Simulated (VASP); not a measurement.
Write the native input for VASP 6.6.1 that does the following.

```yaml
Task: single point
Functional: LDA
Potentials_or_basis: VASP PAW LDA potentials, release 64 (Cd, S)
Cutoff: 520 eV
k_mesh: 11 × 11 × 11
Occupations: fermi-dirac, width 0.08 eV
Spin: no spin polarisation
Dipole_correction: no
Further_INCAR_settings: ALGO = Normal; EDIFF = 1e-07; NBANDS = 16
```

The structure of CdS (zincblende type) lies in POSCAR:

```
CdS
1.0
    0.0000000000      2.4805447714      2.4805447714
    2.4805447714      0.0000000000      2.4805447714
    2.4805447714      2.4805447714      0.0000000000
Cd S
1 1
Direct
    0.0000000000      0.0000000000      0.0000000000
    0.2500000000      0.2500000000      0.2500000000
```

The input as run:

INCAR

```
SYSTEM = CdS
ALGO = Normal ; EDIFF = 1E-7
ENCUT = 520 ; GGA = CA
ISIF = 2 ; ISMEAR = -1
LASPH = .True. ; LCHARG = .True.
LELF = .True. ; LREAL = .False.
LVHAR = .True. ; LWAVE = .False.
NBANDS = 16 ; NELM = 60
PREC = Accurate ; SIGMA = 0.08
```

KPOINTS

```
k-points
0
Gamma
  11 11 11
  0 0 0
```

Potentials or basis: VASP PAW LDA potentials, release 64 (Cd, S).

Command:

```sh
$ cat potpaw_LDA.64/Cd/POTCAR potpaw_LDA.64/S/POTCAR > POTCAR
$ mpirun -np 1 vasp_std > vasp.out
```

Results of the run:

- Pressure: 87.5 GPa
- Band gap on the k mesh: 1.67 eV

Caveat: the cell stands under pressure.

Wall time 52 s on 1 thread of AMD EPYC 7R13 (shared host), peak memory 0.13 GiB.
